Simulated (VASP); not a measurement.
# SnO in VASP: further runs, part 2 of 2

VASP 6.6.1. Earlier steps stand in the parts before.

### 4 Single point, PBE+D3(BJ)

This run uses another cell than the first one: it holds 12 atoms, not 20.

File INCAR:

```
PREC = Accurate
ENCUT = 520
EDIFF = 1E-7
ISMEAR = 0
SIGMA = 0.1
LREAL = False
LASPH = True
NELM = 80
ALGO = Normal
ISIF = 2
LWAVE = False
LCHARG = False
LDIPOL = True
IDIPOL = 3
DIPOL = 0.5 0.5 0.500
GGA = PE
IVDW = 12
NBANDS = 72
```

File KPOINTS:

```
Automatic mesh
0
Gamma
  9 9 1
```

File POSCAR:

```
SnO
1.0
    3.8360583293      0.0000000000      0.0000000000
   -0.0000106623      3.8360583293      0.0000000000
    0.0000000000      0.0000000000     26.8350675579
Sn O
6 6
Direct
    0.0001094695      0.0001094695      0.2794850426
    0.5001267627      0.5001267627      0.3658352982
    0.9998905305      0.9998905305      0.4568248722
    0.4998732373      0.4998732373      0.5431751278
    0.0001094695      0.0001094695      0.6341647018
    0.5001267627      0.5001267627      0.7205149574
    0.0001760432      0.5001850789      0.3226616876
    0.5001850789      0.0001760432      0.3226616876
    0.9998239568      0.4998149211      0.5000015172
    0.4998149211      0.9998239568      0.5000015172
    0.0001760432      0.5001850789      0.6773413468
    0.5001850789      0.0001760432      0.6773413468
```

Potentials or basis: VASP PAW PBE potentials, release 64 (Sn_d, O).

On the command line:

```
> cat potpaw_PBE.64/Sn_d/POTCAR potpaw_PBE.64/O/POTCAR > POTCAR
> mpirun -np 1 vasp_std > vasp.out
```

OUTCAR:

```text
PREC = Accurate
   ENCUT = 520
   EDIFF = 1E-7
   ISMEAR = 0
   LREAL = False
   LASPH = True
   NELM = 80
   ISIF = 2
   GGA = PE
   IVDW = 12
 IVDW          = 12

 ion  position               nearest neighbor table
   1  0.000  0.000  0.279-   8 2.24   7 2.24   8 2.24   7 2.24   2 3.57   2 3.57   2 3.57   2 3.57

   2  0.500  0.500  0.366-   7 2.24   8 2.24   7 2.24   8 2.24   1 3.57   1 3.57   1 3.57   1 3.57
                             3 3.65   3 3.65   3 3.65   3 3.65
   3  1.000  1.000  0.457-  10 2.24   9 2.24  10 2.24   9 2.24   4 3.57   4 3.57   4 3.57   4 3.57
                             2 3.65   2 3.65   2 3.65   2 3.65
   4  0.500  0.500  0.543-   9 2.24  10 2.24   9 2.24  10 2.24   3 3.57   3 3.57   3 3.57   3 3.57
                             5 3.65   5 3.65   5 3.65   5 3.65
   5  0.000  0.000  0.634-  12 2.24  11 2.24  12 2.24  11 2.24   6 3.57   6 3.57   6 3.57   6 3.57
                             4 3.65   4 3.65   4 3.65   4 3.65
   6  0.500  0.500  0.721-  11 2.24  12 2.24  11 2.24  12 2.24   5 3.57   5 3.57   5 3.57   5 3.57

   7  0.000  0.500  0.323-   1 2.24   2 2.24   2 2.24   1 2.24
   8  0.500  0.000  0.323-   1 2.24   2 2.24   2 2.24   1 2.24
   9  1.000  0.500  0.500-   3 2.24   4 2.24   4 2.24   3 2.24
  10  0.500  1.000  0.500-   3 2.24   4 2.24   4 2.24   3 2.24
  11  0.000  0.500  0.677-   5 2.24   6 2.24   6 2.24   5 2.24
  12  0.500  0.000  0.677-   5 2.24   6 2.24   6 2.24   5 2.24

  LATTYP: Found a simple tetragonal cell.
 ALAT       =     3.8360583293
 C/A-ratio  =     6.9954795403

  Lattice vectors:

 A1 = (   3.8360583293,   0.0000000000,   0.0000000000)
 A2 = (  -0.0000106623,   3.8360583293,   0.0000000000)
 A3 = (   0.0000000000,   0.0000000000,  26.8350675579)

Analysis of symmetry for initial positions (statically):
=====================================================================
 Subroutine PRICEL returns:
 Original cell was already a primitive cell.

 Routine SETGRP: Setting up the symmetry group for a
 simple tetragonal supercell.

 Subroutine GETGRP returns: Found  2 space group operations
 (whereof  2 operations were pure point group operations)
 out of a pool of 16 trial point group operations.

The static configuration has the point symmetry C_1h.

Analysis of symmetry for dynamics (positions and initial velocities):
[... 177 lines left out ...]
  ext. energy  EPLUGINS =         0.00000000
  ---------------------------------------------------
  free energy    TOTEN  =       -67.95215195 eV

  energy without entropy =      -67.95215178  energy(sigma->0) =      -67.95215187

 E-fermi :   2.0245     XC(G=0):  -5.9905

 val. band max:        1.6970956041   @ k =   0.1111  -0.0000   0.0000
 cond. band min:       2.3474990708   @ k =   0.4444   0.4444   0.0000
 fundamental gap:      0.6504034667
 Fermi energy:         2.0244541396

 k-point     1 :       0.0000    0.0000    0.0000
  band No.  band energies     occupation
      1     -20.0419      2.00000
      2     -20.0273      2.00000
      3     -20.0229      2.00000
      4     -19.6585      2.00000
      5     -19.6491      2.00000
      6     -19.6491      2.00000
[... 1789 lines left out ...]
     71       6.7423      0.00000
     72       7.1738      0.00000

 [... further k-points ...]

------------------------ aborting loop because EDIFF is reached ----------------------------------------

 vacuum level on the upper side and lower side of the slab       (xc-potential included)        -0.099        -0.100

 Edisp (eV)   -2.39601

 E8    (eV) :    -1.0576

  FORCE on cell =-STRESS in cart. coord.  units (eV):
  Direction    XX          YY          ZZ          XY          YZ          ZX
  --------------------------------------------------------------------------------------
  -------------------------------------------------------------------------------------
  Total       0.49533     0.49533     1.21665     0.00041    -0.00052    -0.00052
  in kB       2.00972     2.00972     4.93634     0.00167    -0.00212    -0.00212
  external pressure =        2.99 kB  Pullay stress =        0.00 kB

 VOLUME and BASIS-vectors are now :
 -----------------------------------------------------------------------------
  energy-cutoff  :      520.00
  volume of cell :      394.89
      direct lattice vectors                 reciprocal lattice vectors
     3.836058329  0.000000000  0.000000000     0.260684253  0.000000725  0.000000000
    -0.000010662  3.836058329  0.000000000     0.000000000  0.260684253  0.000000000
     0.000000000  0.000000000 26.835067558     0.000000000  0.000000000  0.037264672

 POSITION                                       TOTAL-FORCE (eV/Angst)
 -----------------------------------------------------------------------------------
      0.00042      0.00042      7.50000         0.001030      0.001030     -0.270661
      1.91851      1.91852      9.81721         0.000296      0.000296      0.222718
      3.83563      3.83564     12.25893        -0.000652     -0.000652     -0.068438
      1.91754      1.91754     14.57614        -0.000238     -0.000238      0.069504
      0.00042      0.00042     17.01785         0.000714      0.000714     -0.221655
      1.91851      1.91852     19.33507         0.000585      0.000585      0.271757
      0.00067      1.91874      8.65865        -0.000930     -0.001154      0.017097
      1.91874      0.00068      8.65865        -0.001154     -0.000930      0.017097
      3.83538      1.91732     13.41757         0.000953      0.001457     -0.000529
      1.91731      3.83538     13.41757         0.001457      0.000953     -0.000529
      0.00067      1.91874     18.17650        -0.000626     -0.001435     -0.018182
      1.91874      0.00068     18.17650        -0.001435     -0.000626     -0.018182
 -----------------------------------------------------------------------------------
    total drift:                               -0.000089     -0.000089     -0.000013

  FREE ENERGIE OF THE ION-ELECTRON SYSTEM (eV)
  ---------------------------------------------------
  free  energy   TOTEN  =       -70.3481645462 eV

  energy  without entropy=      -70.3481643805  energy(sigma->0) =      -70.34816446

 vacuum level on the upper side and lower side of the slab         5.934         5.932
```

OSZICAR:

```text
N       E                     dE             d eps       ncg     rms          rms(c)
DAV:   1     0.166217247431E+04    0.16622E+04   -0.56480E+04  3952   0.204E+03
DAV:   2     0.269556022976E+03   -0.13926E+04   -0.13524E+04  3984   0.613E+02
DAV:   3    -0.465731381791E+02   -0.31613E+03   -0.30915E+03  4128   0.254E+02
[... 18 lines left out ...]
DAV:  22    -0.679521491185E+02   -0.94236E-05   -0.38176E-07  2888   0.385E-03    0.108E-03
DAV:  23    -0.679521511388E+02   -0.20203E-05   -0.98380E-08  2656   0.205E-03    0.572E-04
DAV:  24    -0.679521517711E+02   -0.63225E-06   -0.30048E-08  2456   0.985E-04    0.513E-04
DAV:  25    -0.679521519071E+02   -0.13602E-06   -0.70758E-09  2496   0.742E-04    0.342E-04
DAV:  26    -0.679521519479E+02   -0.40838E-07   -0.92787E-09  2384   0.565E-04
   1 F= -.70348165E+02 E0= -.70348164E+02  d E =-.165707E-06
```

Wall time 30 min (1 thread of Oxide Virtual Turin-like, shared host); peak memory 0.68 GiB.

Results:

```yaml
Free_energy: -70.3482 eV
Largest_force: 0.272 eV/Å
Band_gap_on_the_k_mesh: 0.65 eV (least direct gap 1.87 eV)
Dispersion_energy_per_atom: -0.200 eV
```

Forces in eV/Å, atoms in the order of the input:
```
Sn   0.001  0.001 -0.271
Sn   0.000  0.000  0.223
Sn  -0.001 -0.001 -0.068
Sn   0.000  0.000  0.070
Sn   0.001  0.001 -0.222
Sn   0.001  0.001  0.272
O   -0.001 -0.001  0.017
O   -0.001 -0.001  0.017
O    0.001  0.001 -0.001
O    0.001  0.001 -0.001
O   -0.001 -0.001 -0.018
O   -0.001 -0.001 -0.018
```

Caveat: semilocal functionals underestimate gaps, and a narrow one can read as zero; spin-orbit coupling is left out, which moves the levels of the heavy elements.

### 5 Overview

```tsv
cell	gap on the mesh (eV)	largest force (eV/Å)
a = 3.836, b = 3.836, c = 36.353 Å, 20 atoms, atomic positions A	0.35	0.09
a = 3.836, b = 3.836, c = 36.353 Å, 20 atoms, atomic positions B	0.34	0.28
a = 3.836, b = 3.836, c = 26.835 Å, 12 atoms, atomic positions C	0.65	0.27
```

Alike in all rows: task single point; level PBE+D3(BJ); potentials or basis VASP PAW PBE potentials, release 64 (Sn_d, O); no spin polarisation; k mesh 9 × 9 × 1; cutoff (eV) 520; smearing gaussian 0.1 eV.

Caveats: semilocal functionals underestimate gaps, and a narrow one can read as zero; spin-orbit coupling is left out, which moves the levels of the heavy elements.

Total energies depend on the potentials used, so only differences within one code and one set of settings carry meaning.
